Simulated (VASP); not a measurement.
# Mg5Te3 (P4/mmm) in VASP: notebook

Runs on Mg5Te3. Level: PBE. Tasks: single point.

Program: VASP 6.6.1. These are calculated values, not measurements. Logs are shortened: lines on timing, memory, paths and dates and some standing lists are left out, and cuts for length are marked.

### Step 1. The cell of the first run

The structure is tetragonal, space group P4/mmm (No. 123). Conventional cell: a = 3.907 Å, b = 3.907 Å, c = 13.262 Å, α = 90.00°, β = 90.00°, γ = 90.00°. Within 4.0 Å of Mg (site symmetry 4mm) lie 4 Te at 3.04 Å and 10 Mg at 3.21 to 3.91 Å. Within 4.2 Å of Mg (site symmetry 4mm) lie 8 Te at 3.19 to 3.49 Å and 6 Mg at 3.21 to 3.91 Å. Mg (site symmetry 4/mmm) has 2 Te at 2.90 Å and 8 Mg at 3.21 Å within 3.8 Å. Within 3.8 Å of Te (site symmetry 4mm) lie 9 Mg at 2.90 to 3.49 Å and 1 Te at 3.73 Å. Te (site symmetry 4/mmm) has 8 Mg at 3.19 Å and 6 Te at 3.73 to 3.91 Å within 4.2 Å.

### Step 2. Single point, PBE

Contents of INCAR:

```
PREC = Accurate ; ENCUT = 520
EDIFF = 1E-7 ; ISMEAR = 0
SIGMA = 0.2 ; LREAL = False
LASPH = True ; NELM = 100
ALGO = Normal ; ISIF = 2
LWAVE = False ; LCHARG = False
GGA = PE ; NBANDS = 24
```

Contents of KPOINTS:

```
Automatic mesh
0
Gamma
  5 5 2
```

Contents of POSCAR:

```
Mg5Te3
1.0
    3.9070742249      0.0000000000      0.0000000000
    0.0000000000      3.9070742249      0.0000000000
    0.0000000000      0.0000000000     13.2617364037
Mg Te
5 3
Direct
    0.0000000000      0.0000000000      0.8763523462
    0.0000000000      0.0000000000      0.1236476538
    0.0000000000      0.0000000000      0.3790766411
    0.0000000000      0.0000000000      0.6209233589
    0.5000000000      0.5000000000      0.0000000000
    0.5000000000      0.5000000000      0.2184420768
    0.5000000000      0.5000000000      0.5000000000
    0.5000000000      0.5000000000      0.7815579232
```

Potentials or basis: VASP PAW PBE potentials, release 64 (Mg, Te).

The run is started by

```bash
cat potpaw_PBE.64/Mg/POTCAR potpaw_PBE.64/Te/POTCAR > POTCAR
mpirun -np 1 vasp_std > vasp.out
```

OUTCAR:

```text
PREC = Accurate
   ENCUT = 520
   EDIFF = 1E-7
   ISMEAR = 0
   LREAL = False
   LASPH = True
   NELM = 100
   ISIF = 2
   GGA = PE

 ion  position               nearest neighbor table
   1  0.000  0.000  0.876-   8 3.04   8 3.04   8 3.04   8 3.04   5 3.21   5 3.21   5 3.21   5 3.21
                             2 3.28   4 3.39
   2  0.000  0.000  0.124-   6 3.04   6 3.04   6 3.04   6 3.04   5 3.21   5 3.21   5 3.21   5 3.21
                             1 3.28   3 3.39
   3  0.000  0.000  0.379-   7 3.19   7 3.19   7 3.19   7 3.19   4 3.21   2 3.39   6 3.49   6 3.49
                             6 3.49   6 3.49
   4  0.000  0.000  0.621-   7 3.19   7 3.19   7 3.19   7 3.19   3 3.21   1 3.39   8 3.49   8 3.49
                             8 3.49   8 3.49
   5  0.500  0.500  0.000-   6 2.90   8 2.90   1 3.21   2 3.21   1 3.21   2 3.21   1 3.21   2 3.21
                             1 3.21   2 3.21
   6  0.500  0.500  0.218-   5 2.90   2 3.04   2 3.04   2 3.04   2 3.04   3 3.49   3 3.49   3 3.49
                             3 3.49
   7  0.500  0.500  0.500-   3 3.19   4 3.19   3 3.19   4 3.19   3 3.19   4 3.19   3 3.19   4 3.19

   8  0.500  0.500  0.782-   5 2.90   1 3.04   1 3.04   1 3.04   1 3.04   4 3.49   4 3.49   4 3.49
                             4 3.49

  LATTYP: Found a simple tetragonal cell.
 ALAT       =     3.9070742249
 C/A-ratio  =     3.3942883192

  Lattice vectors:

 A1 = (   3.9070742249,   0.0000000000,   0.0000000000)
 A2 = (   0.0000000000,   3.9070742249,   0.0000000000)
 A3 = (   0.0000000000,   0.0000000000,  13.2617364037)

Analysis of symmetry for initial positions (statically):
=====================================================================
 Subroutine PRICEL returns:
 Original cell was already a primitive cell.

 Routine SETGRP: Setting up the symmetry group for a
 simple tetragonal supercell.

 Subroutine GETGRP returns: Found 16 space group operations
 (whereof 16 operations were pure point group operations)
 out of a pool of 16 trial point group operations.

The static configuration has the point symmetry D_4h.

Analysis of symmetry for dynamics (positions and initial velocities):
=====================================================================
 Subroutine PRICEL returns:
 Original cell was already a primitive cell.

 Routine SETGRP: Setting up the symmetry group for a
 simple tetragonal supercell.

 Subroutine GETGRP returns: Found 16 space group operations
[... 107 lines left out ...]
   NFREE  =      0    steps in history (QN), initial steepest desc. (CG)
   ISIF   =      2    stress and relaxation
   ISYM   =      2    0-nonsym 1-usesym 2-fastsym
   POTIM  = 0.5000    time-step for ionic-motion
   TEBEG  =    0.0;   TEEND  =   0.0 temperature during run
   PSTRESS=    0.0 pullay stress
   NELECT =      28.0000    total number of electrons
   NUPDOWN=      -1.0000    fix difference up-down
   EMIN   =  10.00;   EMAX   =-10.00  energy-range for DOS
   EFERMI =   0.00;   METHOD = LEGACY
   ISMEAR =     0;   SIGMA  =   0.20  broadening in eV -4-tet -1-fermi 0-gaus
   EFERMI_NEDOS =   21; number of points for ismear=-14 and -15
   IALGO  =     38    algorithm
   IMIX   =      4    mixing-type and parameters
     AMIX     =   0.40;   BMIX     =  1.00
     AMIX_MAG =   1.60;   BMIX_MAG =  1.00
  volume/ion in A,a.u.               =      25.31       170.77
  Fermi-wavevector in a.u.,A,eV,Ry     =   0.846629  1.599896  9.752384  0.716780
  Thomas-Fermi vector in A             =   1.962006
   LORBIT       =      0    0 simple, 1 ext, 2 COOP (PROOUT), +10 PAW based schemes
   GGA     = PE    functional components
   LHFCALC =     F    Hartree Fock is set to
   AEXX    =    0.0000 exact exchange contribution
   IVDW    =     0    specifies the selected vdW correction
   LEPSILON=     F    determine dielectric tensor
   LRPA    =     F    only Hartree local field effects (RPA)
 non-spin polarized calculation
 Gauss-broadening in eV      SIGMA  =   0.20
  energy-cutoff  :      520.00
  volume of cell :      202.44
 maximum number of plane-waves:      5468
 NGX is ok and might be reduce to    30
   NGX = 15   NGY = 15   NGZ = 49

 number of electron      27.9999998 magnetization

 Free energy of the ion-electron system (eV)
  ---------------------------------------------------
  ext. energy  EPLUGINS =         0.00000000
  ---------------------------------------------------
  free energy    TOTEN  =       -19.69944662 eV

  energy without entropy =      -19.64909133  energy(sigma->0) =      -19.67426898

 E-fermi :   5.0415     XC(G=0):  -9.0362

 val. band max:        5.0163139457   @ k =   0.0000   0.0000   0.0000
 cond. band min:       5.0603325582   @ k =   0.4000   0.2000   0.0000
 fundamental gap:      0.0440186125
 Fermi energy:         5.0414913724

 k-point     1 :       0.0000    0.0000    0.0000
  band No.  band energies     occupation
      1      -7.2601      2.00000
      2      -7.0374      2.00000
      3      -6.6391      2.00000
      4      -0.9160      2.00000
      5      -0.5297      2.00000
      6       2.2984      2.00000
[... 313 lines left out ...]
     23       7.9163      0.00000
     24       9.2700      0.00000

------------------------ aborting loop because EDIFF is reached ----------------------------------------

  FORCE on cell =-STRESS in cart. coord.  units (eV):
  Direction    XX          YY          ZZ          XY          YZ          ZX
  --------------------------------------------------------------------------------------
  -------------------------------------------------------------------------------------
  Total       -0.0469749     -0.0469749     -0.1160034      0.0000000      0.0000000     -0.0000000
  in kB       -0.3717684     -0.3717684     -0.9180735      0.0000000      0.0000000     -0.0000000
  external PRESSURE =      -0.5538701 kB  Pullay stress =       0.0000000 kB

 VOLUME and BASIS-vectors are now :
 -----------------------------------------------------------------------------
  energy-cutoff  :      520.00
  volume of cell :      202.44
      direct lattice vectors                 reciprocal lattice vectors
     3.907074225  0.000000000  0.000000000     0.255945995  0.000000000  0.000000000
     0.000000000  3.907074225  0.000000000     0.000000000  0.255945995  0.000000000
     0.000000000  0.000000000 13.261736404     0.000000000  0.000000000  0.075404907

 POSITION                                       TOTAL-FORCE (eV/Angst)
 -----------------------------------------------------------------------------------
      0.00000      0.00000     11.62195        -0.000000      0.000000      0.004154
      0.00000      0.00000      1.63978         0.000000      0.000000     -0.004154
      0.00000      0.00000      5.02721        -0.000000      0.000000      0.009767
      0.00000      0.00000      8.23452         0.000000     -0.000000     -0.009767
      1.95354      1.95354      0.00000        -0.000000      0.000000      0.000000
      1.95354      1.95354      2.89692        -0.000000      0.000000      0.000624
      1.95354      1.95354      6.63087        -0.000000      0.000000      0.000000
      1.95354      1.95354     10.36482        -0.000000     -0.000000     -0.000624
 -----------------------------------------------------------------------------------
    total drift:                                0.000000      0.000000      0.000000

  FREE ENERGIE OF THE ION-ELECTRON SYSTEM (eV)
  ---------------------------------------------------
  free  energy   TOTEN  =       -19.6994466235 eV

  energy  without entropy=      -19.6490913340  energy(sigma->0) =      -19.67426898
```

stdout:

```text
POSCAR found type information on POSCAR MgTe
 POSCAR found :  2 types and       8 ions
 scaLAPACK will be used
 LDA part: xc-table for (Slater+PW92), standard interpolation
 POSCAR, INCAR and KPOINTS ok, starting setup
 FFT: planning ... GRIDC
 FFT: planning ... GRID_SOFT
 FFT: planning ... GRID
 WAVECAR not read
 entering main loop
```

Wall time 44 s (1 thread of Intel Xeon 6975P-C (Granite Rapids), shared host); peak memory 0.3 GiB.

What came out:

| Property | Result |
| --- | --- |
| Free energy | -19.6994 eV |
| Pressure | -0.1 GPa |
| Largest force | 0.010 eV/Å |
| Band gap on the k mesh | zero (band 14 reaches 6.11 eV, above the bottom of band 15 at 4.28 eV) |

Forces in eV/Å, atoms in the order of the input:
```
Mg   0.000  0.000  0.004
Mg   0.000  0.000 -0.004
Mg   0.000  0.000  0.010
Mg   0.000  0.000 -0.010
Mg   0.000  0.000  0.000
Te   0.000  0.000  0.001
Te   0.000  0.000  0.000
Te   0.000  0.000 -0.001
```

Levels at points of the mesh, in eV from the Fermi level:
| k point | band 9 | band 10 | band 11 | band 12 | band 13 | band 14 | band 15 | band 16 | band 17 | band 18 |
| --- | --- | --- | --- | --- | --- | --- | --- | --- | --- | --- |
| (0.00, 0.00, 0.00) | -1.73 | -1.49 | -1.49 | -1.14 | -1.14 | -0.03 | 0.35 | 1.25 | 2.64 | 3.27 |
| (0.00, 0.00, 0.50) | -1.56 | -1.56 | -1.10 | -1.10 | -0.98 | -0.69 | 0.74 | 1.06 | 2.49 | 2.75 |

Caveat: spin-orbit coupling is left out, which moves the levels of the heavy elements.

### Step 3. Single point, PBE

This run uses another cell than the first one, of 25.46 Å³/atom, 1.006 times its volume.

Contents of INCAR:

```
PREC = Accurate
ENCUT = 520
EDIFF = 1E-6
ISMEAR = 0
SIGMA = 0.2
LREAL = F
LASPH = T
NELM = 80
ALGO = Normal
ISIF = 2
LWAVE = F
LCHARG = F
GGA = PE
NBANDS = 24
```

Contents of KPOINTS:

```
Automatic mesh
0
Gamma
  4 4 2
```

Contents of POSCAR:

```
Mg5Te3
1.0
    3.8677278157      0.0000000000      0.0000000000
    0.0000000000      3.8677278157      0.0000000000
    0.0000000000      0.0000000000     13.6131352812
Mg Te
5 3
Direct
    0.0000000000      0.0000000000      0.2473876774
    0.0000000000      0.0000000000      0.7526123226
    0.0000000000      0.0000000000      0.0000000000
    0.5000000000      0.5000000000      0.3792187503
    0.5000000000      0.5000000000      0.6207812497
    0.5000000000      0.5000000000      0.1426598487
    0.5000000000      0.5000000000      0.8573401513
    0.0000000000      0.0000000000      0.5000000000
```

Potentials or basis: VASP PAW PBE potentials, release 64 (Mg, Te).

The run is started by

```bash
cat potpaw_PBE.64/Mg/POTCAR potpaw_PBE.64/Te/POTCAR > POTCAR
mpirun -np 1 vasp_std > vasp.out
```

Run time: 45 s. Hardware: 1 thread of Intel Xeon 6975P-C (Granite Rapids), shared host; peak memory 0.31 GiB.

It converged, with:

* Free energy: -18.9208 eV
* Pressure: -0.1 GPa
* Largest force: 0.065 eV/Å
* Band gap on the k mesh: zero (band 14 reaches 5.83 eV, above the bottom of band 15 at 4.02 eV)

Forces in eV/Å, atoms in the order of the input:
```
Mg   0.000  0.000 -0.065
Mg   0.000  0.000  0.065
Mg   0.000  0.000  0.000
Mg   0.000  0.000  0.004
Mg   0.000  0.000 -0.004
Te   0.000  0.000  0.047
Te   0.000  0.000 -0.047
Te   0.000  0.000  0.000
```

Stress tensor (GPa, compression positive):
```
 0.11  0.00  0.00
 0.00  0.11  0.00
 0.00  0.00 -0.53
```

Levels at points of the mesh, in eV from the Fermi level:
| k point | band 11 | band 12 | band 13 | band 14 | band 15 | band 16 | band 17 | band 18 |
| --- | --- | --- | --- | --- | --- | --- | --- | --- |
| (0.00, 0.00, 0.00) | -1.46 | -1.25 | -1.25 | 0.09 | 0.67 | 0.97 | 1.76 | 2.67 |
| (0.50, 0.00, 0.00) | -0.74 | -0.73 | -0.48 | -0.45 | 0.22 | 0.52 | 0.89 | 3.45 |
| (0.50, 0.50, 0.00) | -3.07 | -2.09 | -1.89 | -1.50 | -0.81 | -0.11 | -0.11 | 0.27 |
| (0.00, 0.00, 0.50) | -1.21 | -1.21 | -0.95 | -0.86 | 0.56 | 1.07 | 1.42 | 2.81 |
| (0.50, 0.00, 0.50) | -1.17 | -1.03 | -0.74 | -0.73 | -0.45 | 1.40 | 2.35 | 2.71 |
| (0.50, 0.50, 0.50) | -3.09 | -2.35 | -1.72 | -1.14 | -1.13 | -0.49 | -0.49 | 1.14 |

Caveat: the k points lie up to 0.41 Å⁻¹ apart; spin-orbit coupling is left out, which moves the levels of the heavy elements.

### Step 4. Single point, PBE

This run uses another cell than the first one, of 25.62 Å³/atom, 1.013 times its volume.

Contents of INCAR:

```
PREC = Accurate
ENCUT = 520
EDIFF = 1E-7
ISMEAR = 0
SIGMA = 0.2
LREAL = F
LASPH = T
NELM = 60
ALGO = Normal
ISIF = 2
LWAVE = F
LCHARG = T
GGA = PE
LELF = T
LVHAR = T
NBANDS = 24
```

Contents of KPOINTS:

```
regular mesh
0
Gamma
  4 4 2
```

Contents of POSCAR:

```
Mg5Te3
1.0
    5.0937121573      0.0000000000      0.0000000000
    0.0000000000      5.0937121573      0.0000000000
    0.0000000000      0.0000000000      7.9004170437
Mg Te
5 3
Direct
    0.0000000000      0.5000000000      0.2715758951
    0.0000000000      0.5000000000      0.7284241049
    0.5000000000      0.0000000000      0.2715758951
    0.5000000000      0.0000000000      0.7284241049
    0.0000000000      0.0000000000      0.0000000000
    0.0000000000      0.0000000000      0.5000000000
    0.5000000000      0.5000000000      0.0000000000
    0.5000000000      0.5000000000      0.5000000000
```

Potentials or basis: VASP PAW PBE potentials, release 64 (Mg, Te).

The run is started by

```bash
cat potpaw_PBE.64/Mg/POTCAR potpaw_PBE.64/Te/POTCAR > POTCAR
mpirun -np 1 vasp_std > vasp.out
```

OUTCAR:

```text
PREC = Accurate
   ENCUT = 520
   EDIFF = 1E-7
   ISMEAR = 0
   LREAL = F
   LASPH = T
   NELM = 60
   ISIF = 2
   GGA = PE

 ion  position               nearest neighbor table
   1  0.000  0.500  0.272-   6 3.12   8 3.12   6 3.12   8 3.12   5 3.33   7 3.33   7 3.33   5 3.33
                             3 3.60   3 3.60   3 3.60   3 3.60   2 3.61
   2  0.000  0.500  0.728-   6 3.12   8 3.12   6 3.12   8 3.12   5 3.33   7 3.33   7 3.33   5 3.33
                             4 3.60   4 3.60   4 3.60   4 3.60   1 3.61
   3  0.500  0.000  0.272-   6 3.12   8 3.12   8 3.12   6 3.12   7 3.33   7 3.33   5 3.33   5 3.33
                             1 3.60   1 3.60   1 3.60   1 3.60   4 3.61
[... 534 lines left out ...]
  external PRESSURE =      -0.9581948 kB  Pullay stress =       0.0000000 kB

 VOLUME and BASIS-vectors are now :
 -----------------------------------------------------------------------------
  energy-cutoff  :      520.00
  volume of cell :      204.98
      direct lattice vectors                 reciprocal lattice vectors
     5.093712157  0.000000000  0.000000000     0.196320477  0.000000000  0.000000000
     0.000000000  5.093712157  0.000000000     0.000000000  0.196320477  0.000000000
     0.000000000  0.000000000  7.900417044     0.000000000  0.000000000  0.126575597

 POSITION                                       TOTAL-FORCE (eV/Angst)
 -----------------------------------------------------------------------------------
      0.00000      2.54686      2.14556         0.000000      0.000000      0.067306
      0.00000      2.54686      5.75485         0.000000     -0.000000     -0.067306
      2.54686      0.00000      2.14556        -0.000000      0.000000      0.067306
      2.54686      0.00000      5.75485         0.000000     -0.000000     -0.067306
      0.00000      0.00000      0.00000         0.000000     -0.000000      0.000000
      0.00000      0.00000      3.95021         0.000000     -0.000000      0.000000
      2.54686      2.54686      0.00000         0.000000     -0.000000      0.000000
      2.54686      2.54686      3.95021         0.000000     -0.000000      0.000000
 -----------------------------------------------------------------------------------
    total drift:                                0.000000     -0.000000     -0.000000

  FREE ENERGIE OF THE ION-ELECTRON SYSTEM (eV)
  ---------------------------------------------------
  free  energy   TOTEN  =       -18.7059704540 eV

  energy  without entropy=      -18.6566027446  energy(sigma->0) =      -18.68128660
```

It took 37 s on 1 thread of Intel Xeon 6975P-C (Granite Rapids), shared host; peak memory 0.3 GiB.

What came out:

- Free energy: -18.7060 eV
- Pressure: -0.1 GPa
- Largest force: 0.067 eV/Å
- Band gap on the k mesh: zero (band 14 reaches 5.43 eV, above the bottom of band 15 at 4.31 eV)

Forces in eV/Å, atoms in the order of the input:
```
Mg   0.000  0.000  0.067
Mg   0.000  0.000 -0.067
Mg   0.000  0.000  0.067
Mg   0.000  0.000 -0.067
Mg   0.000  0.000  0.000
Te   0.000  0.000  0.000
Te   0.000  0.000  0.000
Te   0.000  0.000  0.000
```

Caveat: the k points lie up to 0.40 Å⁻¹ apart; spin-orbit coupling is left out, which moves the levels of the heavy elements.

(Continued in part 2 of 2.)
